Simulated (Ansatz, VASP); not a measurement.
KF: VASP beside Ansatz

The input INCAR:

```
ALGO = Normal
EDIFF = 1E-6
ENCUT = 520
GGA = PE
ISIF = 2
ISMEAR = 0
LASPH = True
LCHARG = False
LREAL = False
LWAVE = False
NBANDS = 15
NELM = 60
PREC = Accurate
SIGMA = 0.05
```

KPOINTS

```
k-points
0
Gamma
  8 8 8
```

Contents of POSCAR:

```
KF
1.0
    0.0292718914      2.7396322098      2.7396322098
    2.7396322098      0.0292718914      2.7396322098
    2.7396322098      2.7396322098      0.0292718914
K F
1 1
Direct
    0.0000000000      0.0000000000      0.0000000000
    0.5000000000      0.5000000000      0.5000000000
```

Input for Ansatz:

```yaml
crystal:
  lattice:
    - [0.0292718914, 2.7396322098, 2.7396322098]
    - [2.7396322098, 0.0292718914, 2.7396322098]
    - [2.7396322098, 2.7396322098, 0.0292718914]
  atoms:
    - { symbol: K, position: [0.0, 0.0, 0.0] }
    - { symbol: F, position: [0.5, 0.5, 0.5] }
basis:
  ecutwfc: 520.0
kpoints:
  mp_grid: { grid: [8, 8, 8] }
hamiltonian:
  xc: pbe
scf:
  occupations: { method: gaussian, width: 0.05 }
output:
  forces: true
  stress: true
  eigenvalues: true
```

Alike in both runs: task single point; functional PBE; k mesh 8 × 8 × 8; occupations gaussian, width 0.05 eV; no spin polarisation.

|  | VASP | Ansatz |
| --- | --- | --- |
| version | VASP 6.6.1 | Ansatz 0.2.0 |
| potentials or method | VASP PAW PBE potentials, release 64 (K_sv, F), cutoff 520 eV | scalar-relativistic, plane waves, PAW |
| valence electrons in the cell | 16 | 16 |

VASP gave:

| Property | Result |
| --- | --- |
| gap on the k mesh at the Fermi level (eV) | 5.86 |
| least direct gap on the mesh (eV) | 5.86 |
| pressure (GPa) | -0.4 |
| traceless stress, the component that is largest in VASP (GPa) | -0.15 |

Problem. Which values does Ansatz return?

Solution. gap on the k mesh at the Fermi level (eV): 5.87; least direct gap on the mesh (eV): 5.87; pressure (GPa): -0.4; traceless stress, the component that is largest in VASP (GPa): -0.15.
